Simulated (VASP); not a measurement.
# YN (Fm-3m) in VASP: a series of runs, part 3 of 3

VASP 6.6.1.

### Step 6. Single point, PBE

This run uses another cell than the first one, of 14.58 Å³/atom, 1.017 times its volume.

INCAR

```
PREC = Accurate
ENCUT = 600
EDIFF = 1E-6
ISMEAR = 0
SIGMA = 0.01
LREAL = False
LASPH = True
NELM = 120
ALGO = Normal
ISIF = 2
LWAVE = False
LCHARG = False
GGA = PE
NBANDS = 15
GGA_COMPAT = False
```

KPOINTS

```
regular mesh
0
Gamma
  8 8 8
```

POSCAR

```
YN
1.0
    0.0000000000      2.4431755577      2.4431755577
    2.4431755577      0.0000000000      2.4431755577
    2.4431755577      2.4431755577      0.0000000000
Y N
1 1
Direct
    0.0000000000      0.0000000000      0.0000000000
    0.5000000000      0.5000000000      0.5000000000
```

Potentials or basis: VASP PAW PBE potentials, release 64 (Y_sv, N).

The run is started by

```console
$ cat potpaw_PBE.64/Y_sv/POTCAR potpaw_PBE.64/N/POTCAR > POTCAR
$ mpirun -np 1 vasp_std > vasp.out
```

OUTCAR:

```text
PREC = Accurate
   ENCUT = 600
   EDIFF = 1E-6
   ISMEAR = 0
   LREAL = False
   LASPH = True
   NELM = 120
   ISIF = 2
   GGA = PE

 ion  position               nearest neighbor table
   1  0.000  0.000  0.000-   2 2.44   2 2.44   2 2.44   2 2.44   2 2.44   2 2.44
   2  0.500  0.500  0.500-   1 2.44   1 2.44   1 2.44   1 2.44   1 2.44   1 2.44

  LATTYP: Found a face centered cubic cell.
 ALAT       =     4.8863511154

  Lattice vectors:

 A1 = (   0.0000000000,   2.4431755577,   2.4431755577)
 A2 = (   2.4431755577,   0.0000000000,   2.4431755577)
 A3 = (   2.4431755577,   2.4431755577,   0.0000000000)

Analysis of symmetry for initial positions (statically):
=====================================================================
 Subroutine PRICEL returns:
 Original cell was already a primitive cell.

 Routine SETGRP: Setting up the symmetry group for a
 face centered cubic supercell.

 Subroutine GETGRP returns: Found 48 space group operations
 (whereof 48 operations were pure point group operations)
 out of a pool of 48 trial point group operations.

The static configuration has the point symmetry O_h .

Analysis of symmetry for dynamics (positions and initial velocities):
=====================================================================
 Subroutine PRICEL returns:
 Original cell was already a primitive cell.

 Routine SETGRP: Setting up the symmetry group for a
 face centered cubic supercell.

 Subroutine GETGRP returns: Found 48 space group operations
 (whereof 48 operations were pure point group operations)
 out of a pool of 48 trial point group operations.

The dynamic configuration has the point symmetry O_h .

 Subroutine INISYM returns: Found 48 space group operations
 (whereof 48 operations are pure point group operations),
 and found     1 'primitive' translations

----------------------------------------------------------------------------------------

                                     Primitive cell

  volume of cell :      29.1672

  direct lattice vectors                    reciprocal lattice vectors
     0.000000000  2.443175558  2.443175558    -0.204651687  0.204651687  0.204651687
     2.443175558  0.000000000  2.443175558     0.204651687 -0.204651687  0.204651687
     2.443175558  2.443175558  0.000000000     0.204651687  0.204651687 -0.204651687

  length of vectors
     3.455172009  3.455172009  3.455172009     0.354467120  0.354467120  0.354467120

  position of ions in fractional coordinates (direct lattice)
     0.000000000  0.000000000  0.000000000
     0.500000000  0.500000000  0.500000000

  ion indices of the primitive-cell ions
   primitive index   ion index
                 1           1
                 2           2

----------------------------------------------------------------------------------------

 KPOINTS: regular mesh

Automatic generation of k-mesh.
 Grid dimensions read from file:
 generate k-points for:    8    8    8

 Generating k-lattice:

  Cartesian coordinates                     Fractional coordinates (reciprocal lattice)
    -0.025581461  0.025581461  0.025581461     0.125000000  0.000000000  0.000000000
     0.025581461 -0.025581461  0.025581461     0.000000000  0.125000000  0.000000000
     0.025581461  0.025581461 -0.025581461     0.000000000  0.000000000  0.125000000

  Length of vectors
     0.044308390  0.044308390  0.044308390

  Shift w.r.t. Gamma in fractional coordinates (k-lattice)
     0.000000000  0.000000000  0.000000000

 Subroutine IBZKPT returns following result:
 ===========================================

 Found     29 irreducible k-points:

 Following reciprocal coordinates:
            Coordinates               Weight
  0.000000  0.000000  0.000000      1.000000
  0.125000  0.000000  0.000000      8.000000
  0.250000  0.000000  0.000000      8.000000
  0.375000  0.000000  0.000000      8.000000
  0.500000  0.000000  0.000000      4.000000
  0.125000  0.125000  0.000000      6.000000
[... 16 lines left out ...]
  0.500000  0.250000  0.125000     48.000000
 -0.375000  0.250000  0.125000     24.000000
 [... further k-points ...]
   k-points           NKPTS =     29   k-points in BZ     NKDIM =     29   number of bands    NBANDS=     15
   number of dos      NEDOS =    301   number of ions     NIONS =      2
   total plane-waves  NPLWV =  21952
   dimension x,y,z NGX =    28 NGY =   28 NGZ =   28
   dimension x,y,z NGXF=    56 NGYF=   56 NGZF=   56
   ions per type =               1   1
   NGX,Y,Z   is equivalent  to a cutoff of  13.47, 13.47, 13.47 a.u.
   NGXF,Y,Z  is equivalent  to a cutoff of  26.94, 26.94, 26.94 a.u.
 SYSTEM =  unknown system
   PREC   = accura    normal or accurate (medium, high low for compatibility)
   ISTART =      0    job   : 0-new  1-cont  2-samecut
   ICHARG =      2    charge: 1-file 2-atom 10-const
   ISPIN  =      1    spin polarized calculation?
   LNONCOLLINEAR =      F non collinear calculations
   LSORBIT =      F    spin-orbit coupling
   LASPH  =      T    aspherical Exc in radial PAW
   ENCUT  =  600.0 eV  44.10 Ry    6.64 a.u.   6.90  6.90  6.90*2*pi/ulx,y,z
   NELM   =    120;   NELMIN=  2; NELMDL= -5     # of ELM steps
   EDIFF  = 0.1E-05   stopping-criterion for ELM
   LREAL  =      F    real-space projection
   EDIFFG = 0.1E-04   stopping-criterion for IOM
   NSW    =      0    number of steps for IOM
   IBRION =     -1    ionic relax: 0-MD 1-quasi-New 2-CG
   NFREE  =      0    steps in history (QN), initial steepest desc. (CG)
   ISIF   =      2    stress and relaxation
   ISYM   =      2    0-nonsym 1-usesym 2-fastsym
   POTIM  = 0.5000    time-step for ionic-motion
   TEBEG  =    0.0;   TEEND  =   0.0 temperature during run
   PSTRESS=    0.0 pullay stress
   NELECT =      16.0000    total number of electrons
   NUPDOWN=      -1.0000    fix difference up-down
   EMIN   =  10.00;   EMAX   =-10.00  energy-range for DOS
   EFERMI =   0.00;   METHOD = LEGACY
   ISMEAR =     0;   SIGMA  =   0.01  broadening in eV -4-tet -1-fermi 0-gaus
   EFERMI_NEDOS =   21; number of points for ismear=-14 and -15
   IALGO  =     38    algorithm
   IMIX   =      4    mixing-type and parameters
     AMIX     =   0.40;   BMIX     =  1.00
     AMIX_MAG =   1.60;   BMIX_MAG =  1.00
  volume/ion in A,a.u.               =      14.58        98.41
  Fermi-wavevector in a.u.,A,eV,Ry     =   1.340140  2.532497 24.435724  1.795975
  Thomas-Fermi vector in A             =   2.468476
   LORBIT       =      0    0 simple, 1 ext, 2 COOP (PROOUT), +10 PAW based schemes
   GGA     = PE    functional components
   LHFCALC =     F    Hartree Fock is set to
   AEXX    =    0.0000 exact exchange contribution
   IVDW    =     0    specifies the selected vdW correction
   LEPSILON=     F    determine dielectric tensor
   LRPA    =     F    only Hartree local field effects (RPA)
 non-spin polarized calculation
 Gauss-broadening in eV      SIGMA  =   0.01
  energy-cutoff  :      600.00
  volume of cell :       29.17
 maximum number of plane-waves:       982
   NGX = 13   NGY = 13   NGZ = 13

 number of electron      16.0000002 magnetization

 Free energy of the ion-electron system (eV)
  ---------------------------------------------------
  ext. energy  EPLUGINS =         0.00000000
  ---------------------------------------------------
  free energy    TOTEN  =       -18.22681092 eV

  energy without entropy =      -18.22681092  energy(sigma->0) =      -18.22681092

 E-fermi :   4.2377     XC(G=0): -11.2538

 val. band max:        4.1662599234   @ k =   0.0000   0.0000   0.0000
 cond. band min:       4.3486476469   @ k =   0.5000   0.5000   0.0000
 fundamental gap:      0.1823877235
 Fermi energy:         4.2377269477

 k-point     1 :       0.0000    0.0000    0.0000
  band No.  band energies     occupation
      1     -36.6628      2.00000
      2     -16.3046      2.00000
      3     -16.3046      2.00000
      4     -16.3046      2.00000
      5      -8.7529      2.00000
      6       4.1663      2.00000
      7       4.1663      2.00000
      8       4.1663      2.00000
      9       7.3059      0.00000
     10       7.3059      0.00000
     11       7.3059      0.00000
     12       8.3319      0.00000
     13       9.2888      0.00000
     14       9.2888      0.00000
     15      15.0026      0.00000
[... 397 lines left out ...]
 k-point    24 :      -0.3750    0.2500    0.1250
  band No.  band energies     occupation
      1     -36.5233      2.00000
      2     -17.2393      2.00000
      3     -16.6509      2.00000
      4     -16.4811      2.00000
      5      -7.4165      2.00000
      6       0.9645      2.00000
      7       2.3047      2.00000
      8       2.3077      2.00000
      9       8.6767      0.00000
     10       8.9981      0.00000
     11      11.0486      0.00000
     12      12.2554      0.00000
     13      13.7816      0.00000
     14      15.0752      0.00000
     15      16.7748      0.00000

 [... further k-points ...]
[... 5 lines left out ...]
  --------------------------------------------------------------------------------------
  -------------------------------------------------------------------------------------
  Total        0.3200757      0.3200757      0.3200757      0.0000000      0.0000000      0.0000000
  in kB       17.5820381     17.5820381     17.5820381      0.0000000      0.0000000      0.0000000
  external PRESSURE =      17.5820381 kB  Pullay stress =       0.0000000 kB

 VOLUME and BASIS-vectors are now :
 -----------------------------------------------------------------------------
  energy-cutoff  :      600.00
  volume of cell :       29.17
      direct lattice vectors                 reciprocal lattice vectors
     0.000000000  2.443175558  2.443175558    -0.204651687  0.204651687  0.204651687
     2.443175558  0.000000000  2.443175558     0.204651687 -0.204651687  0.204651687
     2.443175558  2.443175558  0.000000000     0.204651687  0.204651687 -0.204651687

 POSITION                                       TOTAL-FORCE (eV/Angst)
 -----------------------------------------------------------------------------------
      0.00000      0.00000      0.00000        -0.000000     -0.000000     -0.000000
      2.44318      2.44318      2.44318         0.000000      0.000000      0.000000
 -----------------------------------------------------------------------------------
    total drift:                                0.000000      0.000000      0.000000

  FREE ENERGIE OF THE ION-ELECTRON SYSTEM (eV)
  ---------------------------------------------------
  free  energy   TOTEN  =       -18.2268109195 eV

  energy  without entropy=      -18.2268109195  energy(sigma->0) =      -18.22681092
```

OSZICAR:

```text
N       E                     dE             d eps       ncg     rms          rms(c)
DAV:   1     0.591054728404E+02    0.59105E+02   -0.91495E+03   870   0.119E+03
DAV:   2    -0.185283513873E+02   -0.77634E+02   -0.69600E+02  1194   0.249E+02
DAV:   3    -0.218676605656E+02   -0.33393E+01   -0.33185E+01  1089   0.441E+01
DAV:   4    -0.219245278748E+02   -0.56867E-01   -0.56811E-01  1040   0.564E+00
DAV:   5    -0.219254271075E+02   -0.89923E-03   -0.89922E-03  1074   0.614E-01    0.311E+01
DAV:   6    -0.184838576026E+02    0.34416E+01   -0.88151E+00   982   0.255E+01    0.330E+01
DAV:   7    -0.182546295655E+02    0.22923E+00   -0.57353E-01  1095   0.668E+00    0.239E+01
DAV:   8    -0.182512642714E+02    0.33653E-02   -0.26771E-01  1278   0.465E+00    0.106E+01
DAV:   9    -0.182261378337E+02    0.25126E-01   -0.40754E-02  1170   0.204E+00    0.182E+00
DAV:  10    -0.182267732729E+02   -0.63544E-03   -0.38210E-03   961   0.549E-01    0.481E-01
DAV:  11    -0.182268175819E+02   -0.44309E-04   -0.20851E-04  1140   0.135E-01    0.279E-01
DAV:  12    -0.182268102916E+02    0.72904E-05   -0.20416E-05  1081   0.410E-02    0.647E-02
DAV:  13    -0.182268109195E+02   -0.62799E-06   -0.12657E-06   840   0.116E-02
   1 F= -.18226811E+02 E0= -.18226811E+02  d E =-.217404E-26
```

Run time: 40 s. Hardware: 1 thread of Intel Xeon 8259CL, shared host; peak memory 0.18 GiB.

Results:

```
Free energy            : -18.2268 eV
Pressure               : 1.8 GPa
Band gap on the k mesh : 0.18 eV, indirect (least direct gap 0.57 eV)
```

Levels at points of the mesh, in eV from the valence-band top:
```csv
k point,band 5,band 6,band 7,band 8,band 9,band 10,band 11,band 12
"(0.00, 0.00, 0.00)",-12.92,0.00,0.00,0.00,3.14,3.14,3.14,4.17
"(0.50, 0.00, 0.00)",-11.15,-4.09,-2.25,-2.25,5.70,6.38,6.38,6.74
"(0.50, 0.50, 0.00)",-12.48,-1.50,-0.39,-0.39,0.18,6.86,7.24,7.92
```

### Step 7. Overview

| cell | gap on the mesh (eV) | pressure (GPa) |
| --- | --- | --- |
| a = 3.435 Å, angles 60.0°, 2 atoms | 0.15 | 4.7 |
| a = 3.405 Å, angles 60.0°, 2 atoms | 0.10 | 9.7 |
| a = 3.484 Å, angles 60.0°, 2 atoms | 0.23 | -2.2 |
| a = 3.469 Å, angles 60.0°, 2 atoms | 0.20 | -0.2 |
| a = 3.455 Å, angles 60.0°, 2 atoms | 0.18 | 1.8 |

Alike in all rows: task single point; level PBE; potentials or basis VASP PAW PBE potentials, release 64 (Y_sv, N); no spin polarisation; k mesh 8 × 8 × 8; cutoff (eV) 600; smearing gaussian 0.01 eV.

Absolute energies hang on the potentials; compare differences alone.
